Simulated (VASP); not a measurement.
The system is NaI.

```
Na I
1.0
     0.00000    3.29431    3.29431
     3.29431    0.00000    3.29431
     3.29431    3.29431    0.00000
Na I
1 1
Direct
  0.00000 0.00000 0.00000
  0.50000 0.50000 0.50000
```

This cell differs from its parent crystal: strain +2.0%.

Base run:

```yaml
Program: VASP 6.6.1
Functional: r2SCAN
Potentials_or_basis: VASP PAW PBE potentials, release 64 (Na_pv, I)
Cutoff: 520 eV
k_mesh: 8 × 8 × 8
Occupations: gaussian, width 0.01 eV
Spin: no spin polarisation
```

Its results: band gap on the k mesh 4.28 eV, direct; pressure -0.9 GPa.

Q: The run is repeated on the same cell with these changes: functional from r2SCAN to PBE; occupations from gaussian, width 0.01 eV to fermi-dirac, width 0.02 eV. What comes out?

A: Band gap on the k mesh 3.51 eV, direct; pressure -0.4 GPa.

Caveats: spin-orbit coupling is left out, which moves the levels of the heavy elements; the PAW data sets were made with another functional, which shifts forces and pressure a little (some runs).

A k mesh can miss the band edges.
